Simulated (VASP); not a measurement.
Crystal: K3Br.

```
K Br
1.0
     5.14788    0.00000    0.00000
     0.00000    5.14788    0.00000
     0.00000    0.00000    5.14788
K Br
3 1
Direct
  0.00000 0.50000 0.50000
  0.50000 0.00000 0.50000
  0.50000 0.50000 0.00000
  0.00000 0.00000 0.00000
```

```yaml
Program: VASP 6.6.1
Task: relaxation of cell and atoms
Functional: PBE
Potentials_or_basis: VASP PAW PBE potentials, release 64 (K_sv, Br)
Cutoff: 600 eV
k_mesh: 4 × 4 × 4
Occupations: gaussian, width 0.1 eV
Spin: no spin polarisation
```

At the start: pressure 5.6 GPa; volume 34.11 Å³/atom.

How do energy, volume and symmetry change on relaxing?

Over 5 steps the energy falls by 220.6 meV/atom and the volume is 52.03 Å³/atom (+52.6 %); space group Pm-3m (No. 221, to 0.1 Å) before and after.

Step by step:
| step | energy change (eV) | largest force (eV/Å) | pressure (GPa) | volume (Å³) |
| --- | --- | --- | --- | --- |
| 1 | 0.0000 | 0.0000 | 5.64 | 136.42 |
| 2 | -0.6005 | 0.0000 | 2.40 | 161.53 |
| 3 | -0.8498 | 0.0000 | 0.62 | 190.05 |
| 4 | -0.8803 | 0.0000 | 0.14 | 203.41 |
| 5 | -0.8825 | 0.0000 | 0.01 | 208.13 |

Final structure:
```cif
data_structure
_symmetry_space_group_name_H-M 'P 1'
_symmetry_Int_Tables_number 1
_cell_length_a 5.9262
_cell_length_b 5.9262
_cell_length_c 5.9262
_cell_angle_alpha 90.000
_cell_angle_beta 90.000
_cell_angle_gamma 90.000
_cell_volume 208.13
loop_
_atom_site_label
_atom_site_type_symbol
_atom_site_fract_x
_atom_site_fract_y
_atom_site_fract_z
_atom_site_occupancy
K1 K 0.00000 0.50000 0.50000 1
K2 K 0.50000 0.00000 0.50000 1
K3 K 0.50000 0.50000 0.00000 1
Br1 Br 0.00000 0.00000 0.00000 1
```

Caveat: the volume moved by over 15 % at a fixed basis, so the end points are rough.
